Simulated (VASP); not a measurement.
# La2Ga2HBrO5 (a cell with a defect) in VASP: notebook

La2Ga2HBrO5 (a cell with a defect) is run at these levels: PBEsol; tasks: single point.

All numbers are computed with VASP 6.6.1; they aren't measurements. Logs are shortened: lines on timing, memory, paths and dates and some standing lists are left out, and cuts for length are marked.

### Step 1. The cell of the first run

The cell holds a defect, 11 atoms: a = 7.729 Å, b = 3.865 Å, c = 3.865 Å, α = 90.00°, β = 90.00°, γ = 90.00°.

### Step 2. Single point, PBEsol, collinear spin

INCAR reads:

```
SYSTEM = La2Ga2HBrO5
ALGO = Normal
EDIFF = 1E-6
ENCUT = 520
GGA = PS
ISIF = 2
ISMEAR = -1
ISPIN = 2
LASPH = .True.
LCHARG = .False.
LMAXMIX = 6
LORBIT = 11
LREAL = .False.
LWAVE = .False.
MAGMOM = 0 0.143 0.143 0.143 0.143 0.143 0 0 0 0.143 0.143
NBANDS = 58
NELECT = 85.0
NELM = 150
PREC = Accurate
SIGMA = 0.05
```

KPOINTS reads:

```
Automatic mesh
0
Gamma
  2 2 2
  0.5 0.5 0.5
```

POSCAR reads:

```
La2Ga2HBrO5
1.0
    7.7293080000      0.0000000000      0.0000000000
    0.0000000000      3.8646540000      0.0000000000
    0.0000000000      0.0000000000      3.8646540000
La Ga O Br H
2 2 5 1 1
Direct
    0.0005960000      0.9946470000      0.9874710000
    0.5045480000      0.9936220000      0.0020790000
    0.2521380000      0.5007730000      0.5081190000
    0.7469270000      0.4967170000      0.5025020000
    0.2498020000      0.5010990000      0.0097240000
    0.7448270000      0.5017230000      0.9939690000
    0.9988950000      0.4965610000      0.4946160000
    0.2483810000      0.9913270000      0.4996200000
    0.7505130000      0.9976330000      0.4902320000
    0.4965130000      0.5012620000      0.4993740000
    0.5021610000      0.4982480000      0.0086860000
```

Potentials or basis: VASP PAW PBE potentials, release 64 (La, Ga_d, O, Br, H).

Run with:

```console
$ cat potpaw_PBE.64/La/POTCAR potpaw_PBE.64/Ga_d/POTCAR potpaw_PBE.64/O/POTCAR potpaw_PBE.64/Br/POTCAR potpaw_PBE.64/H/POTCAR > POTCAR
$ mpirun -np 1 vasp_std > vasp.out
```

OUTCAR:

```text
SYSTEM = La2Ga2HBrO5
   EDIFF = 1E-6
   ENCUT = 520
   GGA = PS
   ISIF = 2
   ISMEAR = -1
   ISPIN = 2
   LASPH = .True.
   LORBIT = 11
   LREAL = .False.
   NELECT = 85.0
   NELM = 150
   PREC = Accurate

 ion  position               nearest neighbor table
   1  0.001  0.995  0.987-   8 2.69   7 2.71   5 2.71   7 2.72   9 2.73   9 2.74   6 2.75   7 2.75
                             5 2.75   8 2.75   7 2.76   6 2.78   3 3.29
   2  0.505  0.994  0.002-  11 1.91  11 1.95   6 2.66   9 2.68   6 2.70  10 2.71  10 2.72   5 2.74
                             9 2.74  10 2.75   8 2.76  10 2.76   8 2.77   5 2.78
   3  0.252  0.501  0.508-  10 1.89   8 1.90   5 1.93   5 1.94   7 1.96   8 1.97   1 3.29
   4  0.747  0.497  0.503-   6 1.90   9 1.93  10 1.94   9 1.94   7 1.95   6 1.97
   5  0.250  0.501  0.010-   3 1.93   3 1.94   1 2.71   2 2.74   1 2.75   2 2.78
   6  0.745  0.502  0.994-   4 1.90   4 1.97   2 2.66   2 2.70   1 2.75   1 2.78
   7  0.999  0.497  0.495-   4 1.95   3 1.96   1 2.71   1 2.72   1 2.75   1 2.76
   8  0.248  0.991  0.500-   3 1.90   3 1.97   1 2.69   1 2.75   2 2.76   2 2.77
   9  0.751  0.998  0.490-   4 1.93   4 1.94   2 2.68   1 2.73   1 2.74   2 2.74
  10  0.497  0.501  0.499-   3 1.89   4 1.94   2 2.71   2 2.72   2 2.75   2 2.76
  11  0.502  0.498  0.009-   2 1.91   2 1.95

  LATTYP: Found a simple tetragonal cell.
 ALAT       =     3.8646540000
 C/A-ratio  =     2.0000000000

  Lattice vectors:

 A1 = (   0.0000000000,   3.8646540000,   0.0000000000)
 A2 = (   0.0000000000,   0.0000000000,   3.8646540000)
 A3 = (   7.7293080000,   0.0000000000,   0.0000000000)

Analysis of symmetry for initial positions (statically):
=====================================================================
 Subroutine PRICEL returns:
 Original cell was already a primitive cell.

 Routine SETGRP: Setting up the symmetry group for a
 simple tetragonal supercell.

 Subroutine GETGRP returns: Found  1 space group operations
 (whereof  1 operations were pure point group operations)
 out of a pool of 16 trial point group operations.

The static configuration has the point symmetry C_1 .

Analysis of symmetry for dynamics (positions and initial velocities):
=====================================================================
 Subroutine PRICEL returns:
 Original cell was already a primitive cell.

 Routine SETGRP: Setting up the symmetry group for a
 simple tetragonal supercell.

 Subroutine GETGRP returns: Found  1 space group operations
 (whereof  1 operations were pure point group operations)
 out of a pool of 16 trial point group operations.

The dynamic configuration has the point symmetry C_1 .

Analysis of structural, dynamic, and magnetic symmetry:
=====================================================================
 Subroutine PRICEL returns:
 Original cell was already a primitive cell.

 Routine SETGRP: Setting up the symmetry group for a
 simple tetragonal supercell.

 Subroutine GETGRP returns: Found  1 space group operations
 (whereof  1 operations were pure point group operations)
 out of a pool of 16 trial point group operations.

The overall configuration has the point symmetry C_1 .

 Subroutine INISYM returns: Found  1 space group operations
 (whereof  1 operations are pure point group operations),
 and found     1 'primitive' translations

----------------------------------------------------------------------------------------

                                     Primitive cell

  volume of cell :     115.4415

  direct lattice vectors                    reciprocal lattice vectors
     7.729308000  0.000000000  0.000000000     0.129377688  0.000000000  0.000000000
     0.000000000  3.864654000  0.000000000     0.000000000  0.258755376  0.000000000
     0.000000000  0.000000000  3.864654000     0.000000000  0.000000000  0.258755376

[... 72 lines left out ...]
   ISTART =      0    job   : 0-new  1-cont  2-samecut
   ICHARG =      2    charge: 1-file 2-atom 10-const
   ISPIN  =      2    spin polarized calculation?
   LNONCOLLINEAR =      F non collinear calculations
   LSORBIT =      F    spin-orbit coupling
   LASPH  =      T    aspherical Exc in radial PAW
   ENCUT  =  520.0 eV  38.22 Ry    6.18 a.u.  14.37  7.19  7.19*2*pi/ulx,y,z
   NELM   =    150;   NELMIN=  2; NELMDL= -5     # of ELM steps
   EDIFF  = 0.1E-05   stopping-criterion for ELM
   LREAL  =      F    real-space projection
   EDIFFG = 0.1E-04   stopping-criterion for IOM
   NSW    =      0    number of steps for IOM
   IBRION =     -1    ionic relax: 0-MD 1-quasi-New 2-CG
   NFREE  =      0    steps in history (QN), initial steepest desc. (CG)
   ISIF   =      2    stress and relaxation
   ISYM   =      2    0-nonsym 1-usesym 2-fastsym
   POTIM  = 0.5000    time-step for ionic-motion
   TEBEG  =    0.0;   TEEND  =   0.0 temperature during run
   PSTRESS=    0.0 pullay stress
   NELECT =      85.0000    total number of electrons
   NUPDOWN=      -1.0000    fix difference up-down
   EMIN   =  10.00;   EMAX   =-10.00  energy-range for DOS
   EFERMI =   0.00;   METHOD = LEGACY
   ISMEAR =    -1;   SIGMA  =   0.05  broadening in eV -4-tet -1-fermi 0-gaus
   EFERMI_NEDOS =   21; number of points for ismear=-14 and -15
   IALGO  =     38    algorithm
   IMIX   =      4    mixing-type and parameters
     AMIX     =   0.40;   BMIX     =  1.00
     AMIX_MAG =   1.60;   BMIX_MAG =  1.00
  volume/ion in A,a.u.               =      10.49        70.82
  Fermi-wavevector in a.u.,A,eV,Ry     =   1.478293  2.793569 29.733495  2.185350
  Thomas-Fermi vector in A             =   2.592592
   LORBIT       =     11    0 simple, 1 ext, 2 COOP (PROOUT), +10 PAW based schemes
   GGA     = PS    functional components
   LHFCALC =     F    Hartree Fock is set to
   AEXX    =    0.0000 exact exchange contribution
   IVDW    =     0    specifies the selected vdW correction
   LEPSILON=     F    determine dielectric tensor
   LRPA    =     F    only Hartree local field effects (RPA)
 spin polarized calculation
  energy-cutoff  :      520.00
  volume of cell :      115.44
 maximum number of plane-waves:      3101
 NGX is ok and might be reduce to    60
   NGX = 29   NGY = 15   NGZ = 15

 number of electron      85.0000013 magnetization       0.9967407

 Free energy of the ion-electron system (eV)
  ---------------------------------------------------
  ext. energy  EPLUGINS =         0.00000000
  ---------------------------------------------------
  free energy    TOTEN  =       -71.22128712 eV

  energy without entropy =      -71.22007115  energy(sigma->0) =      -71.22067913

 E-fermi :   9.1707     XC(G=0): -12.5085

 val. band max:        8.8673975272   @ k =   0.2500   0.2500  -0.2500
 cond. band min:       9.4778970631   @ k =   0.2500  -0.2500   0.2500
 fundamental gap:      0.6104995358
 Fermi energy:         9.1707039216

 spin component 1

 k-point     1 :       0.2500    0.2500    0.2500
  band No.  band energies     occupation
      1     -21.9186      1.00000
      2     -21.5520      1.00000
      3     -11.3404      1.00000
      4      -9.5687      1.00000
      5      -9.0040      1.00000
      6      -8.7958      1.00000
[... 217 lines left out ...]
     53      13.4075      0.00000
     54      13.4703      0.00000
 Fermi energy:         9.1707039216

 spin component 2

 k-point     1 :       0.2500    0.2500    0.2500
  band No.  band energies     occupation
      1     -21.8237      1.00000
      2     -21.5440      1.00000
      3     -11.2166      1.00000
      4      -9.4565      1.00000
      5      -8.8581      1.00000
      6      -8.7137      1.00000
[... 217 lines left out ...]
     53      13.4477      0.00000
     54      13.5035      0.00000
 [bands above 54 left out]

------------------------ aborting loop because EDIFF is reached ----------------------------------------

  FORCE on cell =-STRESS in cart. coord.  units (eV):
  Direction    XX          YY          ZZ          XY          YZ          ZX
  --------------------------------------------------------------------------------------
  -------------------------------------------------------------------------------------
  Total       36.7535944     11.3345662     11.3274585     -0.2694822     -0.0008995     -0.1612304
  in kB      510.0920465    157.3090244    157.2103787     -3.7400620     -0.0124841     -2.2376682
  external PRESSURE =     274.8704832 kB  Pullay stress =       0.0000000 kB

 VOLUME and BASIS-vectors are now :
 -----------------------------------------------------------------------------
  energy-cutoff  :      520.00
  volume of cell :      115.44
      direct lattice vectors                 reciprocal lattice vectors
     7.729308000  0.000000000  0.000000000     0.129377688  0.000000000  0.000000000
     0.000000000  3.864654000  0.000000000     0.000000000  0.258755376  0.000000000
     0.000000000  0.000000000  3.864654000     0.000000000  0.000000000  0.258755376

 POSITION                                       TOTAL-FORCE (eV/Angst)
 -----------------------------------------------------------------------------------
      0.00461      3.84397      3.81623         0.224841      0.042988      0.232350
      3.89981      3.84001      0.00803        -0.147929      0.588111     -0.131318
      1.94885      1.93531      1.96370       -14.843390     -0.558930      0.133805
      5.77323      1.91964      1.94200        12.627530     -0.104517     -0.444621
      1.93080      1.93657      0.03758        -0.043580     -0.125018     -0.512694
      5.75700      1.93899      3.84135         0.120739     -0.038726      0.476807
      7.72077      1.91904      1.91152        -0.070356     -0.029836      0.159422
      1.91981      3.83114      1.93086         0.097247      0.768431      0.162369
      5.80095      3.85551      1.89458        -0.184440      0.013555      0.050685
      3.83770      1.93720      1.92991         2.277848     -0.306315      0.038097
      3.88136      1.92556      0.03357        -0.058508     -0.249743     -0.164903
 -----------------------------------------------------------------------------------
    total drift:                                0.000869     -0.001655      0.000400

  FREE ENERGIE OF THE ION-ELECTRON SYSTEM (eV)
  ---------------------------------------------------
  free  energy   TOTEN  =       -71.2212871205 eV

  energy  without entropy=      -71.2200711486  energy(sigma->0) =      -71.22067913

 total charge

# of ion       s       p       d       f       tot
--------------------------------------------------
    1        2.009   5.678   0.450   0.166   8.304
    2        2.031   5.660   0.853   0.344   8.888
    3        0.744   1.036  10.447   0.000  12.227
    4        0.732   1.003  10.428   0.000  12.162
    5        1.558   3.451   0.000   0.000   5.008
    6        1.558   3.454   0.000   0.000   5.012
    7        1.548   3.450   0.000   0.000   4.998
    8        1.556   3.464   0.000   0.000   5.020
    9        1.556   3.466   0.000   0.000   5.022
   10        1.646   3.636   0.220   0.000   5.502
   11        0.537   0.037   0.000   0.000   0.574
--------------------------------------------------
tot         15.475  34.335  22.397   0.510  72.718

 magnetization (x)

# of ion       s       p       d       f       tot
--------------------------------------------------
    1       -0.000   0.000   0.008   0.008   0.016
    2        0.008   0.003   0.108   0.065   0.184
    3        0.004   0.005   0.008   0.000   0.017
    4        0.005   0.005   0.008   0.000   0.018
    5        0.002   0.092   0.000   0.000   0.094
    6        0.002   0.102   0.000   0.000   0.104
    7        0.001   0.036   0.000   0.000   0.037
    8        0.003   0.039   0.000   0.000   0.042
    9        0.003   0.037   0.000   0.000   0.040
   10        0.005   0.036   0.031   0.000   0.073
   11        0.192   0.005   0.000   0.000   0.197
--------------------------------------------------
tot          0.225   0.360   0.164   0.073   0.822
```

It took 52 s on 1 thread of Intel Xeon 6975P-C (Granite Rapids), shared host; peak memory 0.29 GiB.

What came out:

```
Free energy                                           : -71.2213 eV
Largest force                                         : 14.855 eV/Å
Net moment                                            : 1.00 μB per cell
Site moments                                          : La +0.02, +0.18; Ga +0.02; O +0.09, +0.10, +0.04 (each value once); Br +0.07; H +0.20 μB
Valence electrons inside the program's atomic spheres : La 8.30, 8.89; Ga 12.23, 12.16; O 5.01, 5.00, 5.02 (each value once); Br 5.50; H 0.57
```

Forces on the atoms (eV/Å):
```
La    0.225   0.043   0.232
La   -0.148   0.588  -0.131
Ga  -14.843  -0.559   0.134
Ga   12.628  -0.105  -0.445
O    -0.044  -0.125  -0.513
O     0.121  -0.039   0.477
O    -0.070  -0.030   0.159
O     0.097   0.768   0.162
O    -0.184   0.014   0.051
Br    2.278  -0.306   0.038
H    -0.059  -0.250  -0.165
```

Caveat: the k points lie up to 0.81 Å⁻¹ apart; the cell carries a net charge on a neutralising background, which shifts energy and pressure; the cell is charged against a uniform background, so pressure and absolute levels hang on convention; the PAW data sets were made with another functional, which shifts forces and pressure a little; spin-orbit coupling is left out, which moves the levels of the heavy elements.

### Step 3. Single point, PBEsol, collinear spin

INCAR reads:

```
  PREC = Accurate
  ENCUT = 520
  EDIFF = 1E-6
  ISMEAR = -5
  SIGMA = 0.05
  LREAL = F
  LASPH = T
  NELM = 150
  ALGO = Normal
  ISIF = 2
  LWAVE = F
  LCHARG = F
  ISPIN = 2
  MAGMOM = 0 0.143 0.143 0.143 0.143 0.143 0 0 0 0.143 0.143
  LORBIT = 11
  LMAXMIX = 6
  GGA = PS
  NBANDS = 58
  NELECT = 85.0
```

KPOINTS is that of step 2.

POSCAR is that of step 2.

Potentials or basis: VASP PAW PBE potentials, release 64 (La, Ga_d, O, Br, H).

Run with:

```console
$ cat potpaw_PBE.64/La/POTCAR potpaw_PBE.64/Ga_d/POTCAR potpaw_PBE.64/O/POTCAR potpaw_PBE.64/Br/POTCAR potpaw_PBE.64/H/POTCAR > POTCAR
$ mpirun -np 1 vasp_std > vasp.out
```

Run time: 53 s. Hardware: 1 thread of Intel Xeon 6975P-C (Granite Rapids), shared host; peak memory 0.29 GiB.

The run converged. Its results:

- Free energy: -71.2211 eV
- Largest force: 14.855 eV/Å
- Net moment: 1.00 μB per cell
- Site moments: La +0.02, +0.18; Ga +0.02; O +0.09, +0.10, +0.04 (each value once); Br +0.07; H +0.20 μB
- Valence electrons inside the program's atomic spheres: La 8.30, 8.89; Ga 12.23, 12.16; O 5.01, 5.00, 5.02 (each value once); Br 5.50; H 0.57

Forces on the atoms (eV/Å):
```
La    0.225   0.043   0.232
La   -0.148   0.588  -0.131
Ga  -14.844  -0.559   0.134
Ga   12.628  -0.105  -0.445
O    -0.043  -0.125  -0.513
O     0.120  -0.039   0.477
O    -0.070  -0.030   0.159
O     0.098   0.768   0.162
O    -0.185   0.014   0.051
Br    2.278  -0.306   0.038
H    -0.058  -0.250  -0.165
```

Levels at points of the mesh, in eV from the Fermi level:
Spin up:
```tsv
k point	band 40	band 41	band 42	band 43	band 44	band 45	band 46	band 47
(0.25, 0.25, 0.25)	-1.05	-0.81	-0.64	-0.05	3.30	4.10	4.16	4.23
```
Spin down:
```tsv
k point	band 38	band 39	band 40	band 41	band 42	band 43	band 44	band 45	band 46	band 47
(0.25, 0.25, 0.25)	-1.23	-1.14	-0.95	-0.71	-0.54	0.61	3.37	4.16	4.18	4.26
```

Caveat: the k points lie up to 0.81 Å⁻¹ apart; the cell carries a net charge on a neutralising background, which shifts energy and pressure; the cell is charged against a uniform background, so pressure and absolute levels hang on convention; the PAW data sets were made with another functional, which shifts forces and pressure a little; spin-orbit coupling is left out, which moves the levels of the heavy elements.

### Step 4. Single point, PBEsol, collinear spin

INCAR reads:

```
SYSTEM = La2Ga2HBrO5
ALGO     = Normal         ! electronic algorithm
EDIFF    = 1E-6           ! SCF threshold, eV
ENCUT    = 520            ! plane-wave cutoff, eV
GGA      = PS             ! functional
ISIF     = 2              ! what is computed and relaxed
ISMEAR   = -1             ! smearing method
ISPIN    = 2              ! spin polarisation
LASPH    = .True.         ! aspherical terms in the spheres
LCHARG   = .False.        ! write CHGCAR
LMAXMIX  = 6              ! l up to which the mixer works
LORBIT   = 11             ! projections on sites
LREAL    = .False.        ! projectors in reciprocal space
LWAVE    = .False.        ! write WAVECAR
MAGMOM   = 0 0.143 0.143 0.143 0.143 0.143 0 0 0 0.143 0.143 ! initial moments
NBANDS   = 58             ! bands
NELECT   = 87.0         
NELM     = 150            ! most SCF steps
PREC     = Accurate       ! precision mode
SIGMA    = 0.05           ! smearing width, eV
```

KPOINTS is that of step 3.

POSCAR is that of step 3.

Run with:

```console
$ cat potpaw_PBE.64/La/POTCAR potpaw_PBE.64/Ga_d/POTCAR potpaw_PBE.64/O/POTCAR potpaw_PBE.64/Br/POTCAR potpaw_PBE.64/H/POTCAR > POTCAR
$ mpirun -np 1 vasp_std > vasp.out
```

Run time: 62 s. Hardware: 1 thread of Intel Xeon 6975P-C (Granite Rapids), shared host; peak memory 0.3 GiB.

The run converged. Its results:

```yaml
Free_energy: -49.0143 eV
Largest_force: 13.552 eV/Å
Net_moment: 0.96 μB per cell
Site_moments: La +0.21, +0.31; Ga +0.05, +0.06; O +0.02, -0.01 (each value once); Br +0.06; H -0.00 μB
Valence_electrons_inside_the_program's_atomic_spheres: La 8.59, 9.27; Ga 12.36, 12.30; O 5.07, 5.05 (each value once); Br 5.62; H 0.68
```

Forces on the atoms (eV/Å):
```
La    0.098   0.020   0.219
La   -0.249   0.519  -0.141
Ga  -13.541  -0.528   0.181
Ga   11.275  -0.106  -0.383
O    -2.142  -0.096  -0.547
O     2.439  -0.022   0.448
O    -0.017  -0.035   0.175
O    -1.152   0.765   0.141
O     1.065   0.015   0.076
Br    2.478  -0.316   0.220
H    -0.253  -0.216  -0.389
```

Levels at points of the mesh, in eV from the Fermi level:
Spin up:
```csv
k point,band 41,band 42,band 43,band 44,band 45,band 46,band 47,band 48
"(0.25, 0.25, 0.25)",-4.88,-4.73,-2.75,-0.17,0.21,0.40,0.46,0.58
```
Spin down:
| k point | band 41 | band 42 | band 43 | band 44 | band 45 | band 46 |
| --- | --- | --- | --- | --- | --- | --- |
| (0.25, 0.25, 0.25) | -4.85 | -4.71 | -2.68 | 0.20 | 0.35 | 0.60 |

Caveat: the k points lie up to 0.81 Å⁻¹ apart; the cell carries a net charge on a neutralising background, which shifts energy and pressure; the cell is charged against a uniform background, so pressure and absolute levels hang on convention; the PAW data sets were made with another functional, which shifts forces and pressure a little; spin-orbit coupling is left out, which moves the levels of the heavy elements.
